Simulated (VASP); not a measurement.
# Al2O3 (P-3m1) in VASP: single point with LDA

Aim: the single point of Al2O3 with LDA.

Everything below comes from runs of VASP 6.6.1. Logs are shortened: lines on timing, memory, paths and dates and some standing lists are left out, and cuts for length are marked.

## Step 1: The cell of the first run

The structure is trigonal, space group P-3m1 (No. 164). Conventional cell: a = 3.017 Å, b = 3.017 Å, c = 7.575 Å, α = 90.00°, β = 90.00°, γ = 120.00°. Within 2.2 Å of Al (site symmetry 3m) lie 4 O at 1.68 to 1.84 Å. Within 2.4 Å of O (site symmetry 3m) lie 3 Al at 1.84 Å. O (site symmetry -3m) has 2 Al at 1.68 Å within 2.2 Å.

## Step 2: Single point, LDA

The input, INCAR:

```
  PREC = Accurate
  ENCUT = 520
  EDIFF = 1E-6
  ISMEAR = 0
  SIGMA = 0.01
  LREAL = F
  LASPH = T
  NELM = 60
  ALGO = Normal
  ISIF = 2
  LWAVE = F
  LCHARG = F
  GGA = CA
  NBANDS = 20
```

The input, KPOINTS:

```
Automatic mesh
0
Gamma
  9 9 3
```

The input, POSCAR:

```
Al2O3
1.0
    3.0174830000      0.0000000000      0.0000000000
   -1.5087415000      2.6132169335      0.0000000000
    0.0000000000      0.0000000000      7.5746360000
Al O
2 3
Direct
    0.0000000000      0.0000000000      0.2779510000
    0.0000000000      0.0000000000      0.7220490000
    0.3333333333      0.6666666667      0.1994540000
    0.6666666667      0.3333333333      0.8005460000
    0.0000000000      0.0000000000      0.5000000000
```

Potentials or basis: VASP PAW LDA potentials, release 64 (Al, O).

Started as:

```sh
cat potpaw_LDA.64/Al/POTCAR potpaw_LDA.64/O/POTCAR > POTCAR
mpirun -np 1 vasp_std > vasp.out
```

OUTCAR:

```text
PREC = Accurate
   ENCUT = 520
   EDIFF = 1E-6
   ISMEAR = 0
   LREAL = F
   LASPH = T
   NELM = 60
   ISIF = 2
   GGA = CA

 ion  position               nearest neighbor table
   1  0.000  0.000  0.278-   5 1.68   3 1.84   3 1.84   3 1.84   2 3.36
   2  0.000  0.000  0.722-   5 1.68   4 1.84   4 1.84   4 1.84   1 3.36
   3  0.333  0.667  0.199-   1 1.84   1 1.84   1 1.84
   4  0.667  0.333  0.801-   2 1.84   2 1.84   2 1.84
   5  0.000  0.000  0.500-   1 1.68   2 1.68

  LATTYP: Found a hexagonal cell.
 ALAT       =     3.0174830000
 C/A-ratio  =     2.5102497678

  Lattice vectors:

 A1 = (   3.0174830000,   0.0000000000,   0.0000000000)
 A2 = (  -1.5087415000,   2.6132169335,   0.0000000000)
 A3 = (   0.0000000000,   0.0000000000,   7.5746360000)

Analysis of symmetry for initial positions (statically):
=====================================================================
 Subroutine PRICEL returns:
 Original cell was already a primitive cell.

 Routine SETGRP: Setting up the symmetry group for a
 hexagonal supercell.

 Subroutine GETGRP returns: Found 12 space group operations
 (whereof 12 operations were pure point group operations)
 out of a pool of 24 trial point group operations.

The static configuration has the point symmetry D_3d.

Analysis of symmetry for dynamics (positions and initial velocities):
=====================================================================
 Subroutine PRICEL returns:
 Original cell was already a primitive cell.

 Routine SETGRP: Setting up the symmetry group for a
 hexagonal supercell.

 Subroutine GETGRP returns: Found 12 space group operations
 (whereof 12 operations were pure point group operations)
 out of a pool of 24 trial point group operations.

The dynamic configuration has the point symmetry D_3d.

 Subroutine INISYM returns: Found 12 space group operations
 (whereof 12 operations are pure point group operations),
 and found     1 'primitive' translations

----------------------------------------------------------------------------------------

                                     Primitive cell

  volume of cell :      59.7286

  direct lattice vectors                    reciprocal lattice vectors
     3.017483000  0.000000000  0.000000000     0.331402033  0.191335053  0.000000000
    -1.508741500  2.613216933  0.000000000     0.000000000  0.382670106  0.000000000
     0.000000000  0.000000000  7.574636000     0.000000000  0.000000000  0.132019545

  length of vectors
     3.017483000  3.017483000  7.574636000     0.382670106  0.382670106  0.132019545

  position of ions in fractional coordinates (direct lattice)
     0.000000000  0.000000000  0.277951000
     0.000000000  0.000000000  0.722049000
     0.333333333  0.666666667  0.199454000
     0.666666667  0.333333333  0.800546000
     0.000000000  0.000000000  0.500000000

  ion indices of the primitive-cell ions
   primitive index   ion index
                 1           1
                 2           2
                 3           3
                 4           4
                 5           5

----------------------------------------------------------------------------------------

 KPOINTS: Automatic mesh

Automatic generation of k-mesh.
 Grid dimensions read from file:
 generate k-points for:    9    9    3

 Generating k-lattice:

  Cartesian coordinates                     Fractional coordinates (reciprocal lattice)
     0.036822448  0.021259450  0.000000000     0.111111111 -0.000000000  0.000000000
     0.000000000  0.042518901  0.000000000     0.000000000  0.111111111  0.000000000
     0.000000000  0.000000000  0.044006515     0.000000000  0.000000000  0.333333333

  Length of vectors
     0.042518901  0.042518901  0.044006515

  Shift w.r.t. Gamma in fractional coordinates (k-lattice)
     0.000000000  0.000000000  0.000000000

 Subroutine IBZKPT returns following result:
 ===========================================

 Found     31 irreducible k-points:

 Following reciprocal coordinates:
            Coordinates               Weight
  0.000000  0.000000  0.000000      1.000000
  0.111111  0.000000  0.000000      6.000000
  0.222222  0.000000  0.000000      6.000000
  0.333333  0.000000  0.000000      6.000000
  0.444444  0.000000  0.000000      6.000000
  0.111111  0.111111  0.000000      6.000000
[... 16 lines left out ...]
  0.222222  0.111111  0.333333     12.000000
 -0.111111  0.333333  0.333333     12.000000
 [... further k-points ...]
   k-points           NKPTS =     31   k-points in BZ     NKDIM =     31   number of bands    NBANDS=     20
   number of dos      NEDOS =    301   number of ions     NIONS =      5
   total plane-waves  NPLWV =  32256
   dimension x,y,z NGX =    24 NGY =   24 NGZ =   56
   dimension x,y,z NGXF=    48 NGYF=   48 NGZF=  112
   ions per type =               2   3
   NGX,Y,Z   is equivalent  to a cutoff of  13.22, 13.22, 12.29 a.u.
   NGXF,Y,Z  is equivalent  to a cutoff of  26.45, 26.45, 24.58 a.u.
 SYSTEM =  unknown system
   PREC   = accura    normal or accurate (medium, high low for compatibility)
   ISTART =      0    job   : 0-new  1-cont  2-samecut
   ICHARG =      2    charge: 1-file 2-atom 10-const
   ISPIN  =      1    spin polarized calculation?
   LNONCOLLINEAR =      F non collinear calculations
   LSORBIT =      F    spin-orbit coupling
   LASPH  =      T    aspherical Exc in radial PAW
   ENCUT  =  520.0 eV  38.22 Ry    6.18 a.u.   5.61  5.61 14.08*2*pi/ulx,y,z
   NELM   =     60;   NELMIN=  2; NELMDL= -5     # of ELM steps
   EDIFF  = 0.1E-05   stopping-criterion for ELM
   LREAL  =      F    real-space projection
   EDIFFG = 0.1E-04   stopping-criterion for IOM
   NSW    =      0    number of steps for IOM
   IBRION =     -1    ionic relax: 0-MD 1-quasi-New 2-CG
   NFREE  =      0    steps in history (QN), initial steepest desc. (CG)
   ISIF   =      2    stress and relaxation
   ISYM   =      2    0-nonsym 1-usesym 2-fastsym
   POTIM  = 0.5000    time-step for ionic-motion
   TEBEG  =    0.0;   TEEND  =   0.0 temperature during run
   PSTRESS=    0.0 pullay stress
   NELECT =      24.0000    total number of electrons
   NUPDOWN=      -1.0000    fix difference up-down
   EMIN   =  10.00;   EMAX   =-10.00  energy-range for DOS
   EFERMI =   0.00;   METHOD = LEGACY
   ISMEAR =     0;   SIGMA  =   0.01  broadening in eV -4-tet -1-fermi 0-gaus
   EFERMI_NEDOS =   21; number of points for ismear=-14 and -15
   IALGO  =     38    algorithm
   IMIX   =      4    mixing-type and parameters
     AMIX     =   0.40;   BMIX     =  1.00
     AMIX_MAG =   1.60;   BMIX_MAG =  1.00
  volume/ion in A,a.u.               =      11.95        80.61
  Fermi-wavevector in a.u.,A,eV,Ry     =   1.208049  2.282882 19.856103  1.459382
  Thomas-Fermi vector in A             =   2.343668
   LORBIT       =      0    0 simple, 1 ext, 2 COOP (PROOUT), +10 PAW based schemes
   GGA     = CA    functional components
   LHFCALC =     F    Hartree Fock is set to
   AEXX    =    0.0000 exact exchange contribution
   IVDW    =     0    specifies the selected vdW correction
   LEPSILON=     F    determine dielectric tensor
   LRPA    =     F    only Hartree local field effects (RPA)
 non-spin polarized calculation
 Gauss-broadening in eV      SIGMA  =   0.01
  energy-cutoff  :      520.00
  volume of cell :       59.73
 maximum number of plane-waves:      1636
 NGX is ok and might be reduce to    24
   NGX = 11   NGY = 11   NGZ = 29

 number of electron      24.0000012 magnetization

 Free energy of the ion-electron system (eV)
  ---------------------------------------------------
  ext. energy  EPLUGINS =         0.00000000
  ---------------------------------------------------
  free energy    TOTEN  =       -39.68524156 eV

  energy without entropy =      -39.68524156  energy(sigma->0) =      -39.68524156

 E-fermi :   3.5844     XC(G=0): -10.2358

 val. band max:        3.5005180111   @ k =   0.0000   0.0000   0.0000
 cond. band min:       5.6890072429   @ k =   0.0000   0.0000   0.0000
 fundamental gap:      2.1884892317
 Fermi energy:         3.5844137592

 k-point     1 :       0.0000    0.0000    0.0000
  band No.  band energies     occupation
      1     -15.8230      2.00000
      2     -15.6162      2.00000
      3     -13.0581      2.00000
      4      -2.3775      2.00000
      5      -1.0164      2.00000
      6      -0.2143      2.00000
[... 12 lines left out ...]
     19      15.2970      0.00000
     20      15.6686      0.00000

 k-point     2 :       0.1111    0.0000    0.0000
  band No.  band energies     occupation
      1     -15.7241      2.00000
      2     -15.5288      2.00000
      3     -13.0061      2.00000
      4      -2.3418      2.00000
      5      -0.9883      2.00000
      6      -0.6713      2.00000
[... 12 lines left out ...]
     19      15.3396      0.00000
     20      15.5735      0.00000

 k-point     3 :       0.2222    0.0000    0.0000
  band No.  band energies     occupation
      1     -15.4585      2.00000
      2     -15.2985      2.00000
      3     -12.8735      2.00000
      4      -2.5242      2.00000
      5      -1.8330      2.00000
      6      -1.1323      2.00000
[... 12 lines left out ...]
     19      15.2321      0.00000
     20      16.1334      0.00000

 k-point     4 :       0.3333    0.0000    0.0000
  band No.  band energies     occupation
      1     -15.1234      2.00000
      2     -15.0194      2.00000
      3     -12.7230      2.00000
      4      -3.2162      2.00000
      5      -2.8560      2.00000
      6      -1.0213      2.00000
[... 12 lines left out ...]
     19      14.9407      0.00000
     20      16.5272      0.00000

 k-point     5 :       0.4444    0.0000    0.0000
  band No.  band energies     occupation
      1     -14.8721      2.00000
      2     -14.8336      2.00000
      3     -12.6270      2.00000
      4      -3.7425      2.00000
      5      -3.4680      2.00000
      6      -0.8958      2.00000
[... 12 lines left out ...]
     19      14.3806      0.00000
     20      16.3563      0.00000

 k-point     6 :       0.1111    0.1111    0.0000
  band No.  band energies     occupation
      1     -15.5415      2.00000
      2     -15.3698      2.00000
      3     -12.9136      2.00000
      4      -2.4013      2.00000
      5      -1.4910      2.00000
      6      -1.0231      2.00000
[... 12 lines left out ...]
     19      15.1961      0.00000
     20      16.0364      0.00000

 k-point     7 :       0.2222    0.1111    0.0000
  band No.  band energies     occupation
      1     -15.2392      2.00000
      2     -15.1129      2.00000
      3     -12.7714      2.00000
      4      -2.8693      2.00000
      5      -2.4150      2.00000
      6      -1.1081      2.00000
[... 12 lines left out ...]
     19      15.3698      0.00000
     20      16.2740      0.00000
[... 277 lines left out ...]
 k-point    20 :       0.4444    0.0000    0.3333
  band No.  band energies     occupation
      1     -14.8750      2.00000
      2     -14.8305      2.00000
      3     -12.6278      2.00000
      4      -3.8048      2.00000
      5      -3.3807      2.00000
      6      -0.8772      2.00000
[... 12 lines left out ...]
     19      14.6563      0.00000
     20      16.4134      0.00000

 k-point    21 :       0.0000    0.4444    0.3333
  band No.  band energies     occupation
      1     -14.8605      2.00000
      2     -14.8454      2.00000
      3     -12.6271      2.00000
      4      -3.8204      2.00000
      5      -3.3689      2.00000
      6      -0.9416      2.00000
[... 12 lines left out ...]
     19      14.5843      0.00000
     20      16.4632      0.00000

 k-point    22 :       0.1111    0.1111    0.3333
  band No.  band energies     occupation
      1     -15.5011      2.00000
      2     -15.4144      2.00000
      3     -12.9079      2.00000
      4      -2.4234      2.00000
      5      -1.4625      2.00000
      6      -1.3188      2.00000
[... 12 lines left out ...]
     19      15.9970      0.00000
     20      16.0487      0.00000

 k-point    23 :       0.2222    0.1111    0.3333
  band No.  band energies     occupation
      1     -15.2111      2.00000
      2     -15.1430      2.00000
      3     -12.7689      2.00000
      4      -2.8553      2.00000
      5      -2.3729      2.00000
      6      -1.3428      2.00000
[... 12 lines left out ...]
     19      15.6130      0.00000
     20      16.1927      0.00000

 k-point    24 :      -0.1111    0.3333    0.3333
  band No.  band energies     occupation
      1     -15.2062      2.00000
      2     -15.1482      2.00000
      3     -12.7684      2.00000
      4      -2.8831      2.00000
      5      -2.3474      2.00000
      6      -1.3762      2.00000
[... 12 lines left out ...]
     19      15.8698      0.00000
     20      16.0772      0.00000

 [... further k-points ...]
[... 5 lines left out ...]
  --------------------------------------------------------------------------------------
  -------------------------------------------------------------------------------------
  Total       -2.9095411     -2.9095411     -2.6451044      0.0000000      0.0000000      0.0000000
  in kB      -78.0464248    -78.0464248    -70.9530938      0.0000000      0.0000000      0.0000000
  external PRESSURE =     -75.6819812 kB  Pullay stress =       0.0000000 kB

 VOLUME and BASIS-vectors are now :
 -----------------------------------------------------------------------------
  energy-cutoff  :      520.00
  volume of cell :       59.73
      direct lattice vectors                 reciprocal lattice vectors
     3.017483000  0.000000000  0.000000000     0.331402033  0.191335053  0.000000000
    -1.508741500  2.613216933  0.000000000     0.000000000  0.382670106  0.000000000
     0.000000000  0.000000000  7.574636000     0.000000000  0.000000000  0.132019545

 POSITION                                       TOTAL-FORCE (eV/Angst)
 -----------------------------------------------------------------------------------
      0.00000      0.00000      2.10538        -0.000000      0.000000      0.112666
      0.00000      0.00000      5.46926         0.000000     -0.000000     -0.112666
     -0.00000      1.74214      1.51079         0.000000      0.000000      0.429888
      1.50874      0.87107      6.06384        -0.000000     -0.000000     -0.429888
      0.00000      0.00000      3.78732         0.000000     -0.000000      0.000000
 -----------------------------------------------------------------------------------
    total drift:                                0.000000      0.000000     -0.000000

  FREE ENERGIE OF THE ION-ELECTRON SYSTEM (eV)
  ---------------------------------------------------
  free  energy   TOTEN  =       -39.6852415628 eV

  energy  without entropy=      -39.6852415628  energy(sigma->0) =      -39.68524156
```

Run time: 30 s. Hardware: 1 thread of AMD EPYC 7R13 (Zen 3), shared host; peak memory 0.13 GiB.

Results:

```yaml
Free_energy: -39.6852 eV
Pressure: -7.6 GPa
Largest_force: 0.430 eV/Å
Band_gap_on_the_k_mesh: 2.19 eV, direct
```

Forces on the atoms (eV/Å):
```
Al   0.000  0.000  0.113
Al   0.000  0.000 -0.113
O    0.000  0.000  0.430
O    0.000  0.000 -0.430
O    0.000  0.000  0.000
```

Stress tensor (GPa, compression positive):
```
-7.80  0.00  0.00
 0.00 -7.80  0.00
 0.00  0.00 -7.10
```
